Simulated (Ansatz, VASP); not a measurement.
## Two plane-wave programs on ZnS

```
Zn S
1.0
     0.00000    2.92102    2.59646
     2.92102    0.00000    2.59646
     2.92102    2.92102    0.00000
Zn S
1 1
Direct
  0.00000 0.00000 0.00000
  0.75000 0.75000 0.75000
```

Change from the starting cell: strain +0.080 along x and y, -0.040 along z, atoms carried along.

Alike in both runs: task single point; functional r2SCAN; k mesh 8 × 8 × 8; occupations gaussian, width 0.05 eV; no spin polarisation.

|  | VASP | Ansatz |
| --- | --- | --- |
| version | VASP 6.6.1 | Ansatz 0.2.0 |
| potentials or method | VASP PAW PBE potentials, release 64 (Zn, S), cutoff 520 eV | scalar-relativistic, plane waves, PAW |
| valence electrons in the cell | 18 | 18 |

Ansatz gave:

- gap on the k mesh at the Fermi level (eV): 1.90
- least direct gap on the mesh (eV): 1.90
- pressure (GPa): -7.7
- traceless stress, the component that is largest in VASP (GPa): 2.97

Which values does VASP return?

gap on the k mesh at the Fermi level (eV): 1.90; least direct gap on the mesh (eV): 1.90; pressure (GPa): -7.7; traceless stress, the component that is largest in VASP (GPa): 2.96.

VASP's potentials were made for PBE, not for r2SCAN. The functional is the same, so the differences come from potentials, cutoffs and numerics.
